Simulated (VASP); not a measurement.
Write the native input for VASP 6.6.1 that does the following.

```
Task                   : relaxation of cell and atoms
Functional             : RPBE
Potentials or basis    : VASP PAW PBE potentials, release 64 (In_d)
Cutoff                 : 600 eV
k mesh                 : 7 × 7 × 10
Occupations            : fermi-dirac, width 0.1 eV
Spin                   : no spin polarisation
Dipole correction      : no
Further INCAR settings : ALGO = Normal; EDIFF = 1e-06; IBRION = 2; EDIFFG = -0.01; NSW = 80; ISIF = 3
```

The structure of In lies in POSCAR:

```
In
1.0
    5.2864609513      0.0000000000      0.0000000000
   -2.6432304757      4.5782094800      0.0000000000
    0.0000000000      0.0000000000      3.2406005632
In
3
Direct
    0.0000000000      0.0000000000      0.0000000000
    0.3333333333      0.6666666667      0.5000000000
    0.6666666667      0.3333333333      0.5000000000
```

The input as run:

INCAR

```
SYSTEM = In
PREC = Accurate ; ENCUT = 600
EDIFF = 1E-6 ; ISMEAR = -1
SIGMA = 0.1 ; LREAL = .False.
LASPH = .True. ; NELM = 80
ALGO = Normal ; ISIF = 3
LWAVE = .False. ; LCHARG = .False.
GGA = RP ; IBRION = 2
NSW = 80 ; EDIFFG = -0.01
```

KPOINTS

```
regular mesh
0
Gamma
  7 7 10
  0 0 0
```

Potentials or basis: VASP PAW PBE potentials, release 64 (In_d).

Command:

```bash
$ cat potpaw_PBE.64/In_d/POTCAR > POTCAR
$ mpirun -np 1 vasp_std > vasp.out
```

Results of the run:

```yaml
Relaxed_volume: 29.24 Å³/atom
Relaxed_cell: a = 5.461 Å, b = 5.461 Å, c = 3.396 Å, α = 90.00°, β = 90.00°, γ = 120.00°
Space_group_after_relaxing_to_0.05_Å: P6/mmm (No. 191)
Energy_gained_by_relaxing: 37.7 meV/atom
Ionic_steps: 6
Pressure_after_relaxing: 0.0 GPa
```

Caveat: the PAW data sets were made with another functional, which shifts forces and pressure a little.

Run time: 5.2 min on 1 thread of Intel(R) Xeon(R) Platinum 8488C (Sapphire Rapids) (shared host), peak memory 0.27 GiB.
